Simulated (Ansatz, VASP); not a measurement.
# Two plane-wave programs on B6Pd

```xyz
7
Lattice="0.0000 2.9848 2.9848 2.9848 0.0000 2.9848 2.9848 2.9848 0.0000" Properties=species:S:1:pos:R:3 pbc="T T T"
B     4.2016    2.9848    2.9848
B     1.7680    2.9848    2.9848
B     2.9848    4.2016    2.9848
B     2.9848    1.7680    2.9848
B     2.9848    2.9848    4.2016
B     2.9848    2.9848    1.7680
Pd    0.0000    0.0000    0.0000
```

Alike in both runs: task single point; functional PBE; k mesh 6 × 6 × 6; occupations gaussian, width 0.1 eV; no spin polarisation.

```csv
,VASP,Ansatz
version,VASP 6.6.1,Ansatz 0.2.0
potentials or method,"VASP PAW PBE potentials, release 64 (B, Pd), cutoff 520 eV","scalar-relativistic, plane waves, PAW"
valence electrons in the cell,28,36
```

```tsv
	VASP	Ansatz	Ansatz less VASP
gap on the k mesh at the Fermi level (eV)	none	none	-
rms of the force components (eV/Å)	3.844	3.804	-0.0396
```

Atom by atom the forces differ by 0.040 eV/Å (rms over components). A gap of «none» marks a metal or a gap that the smearing closes. With one functional, cell and mesh, what is left measures potentials, basis and numerics. VASP's potentials hold 28 valence electrons a cell and Ansatz's 36, so a difference there can come from the potentials and not from the codes.
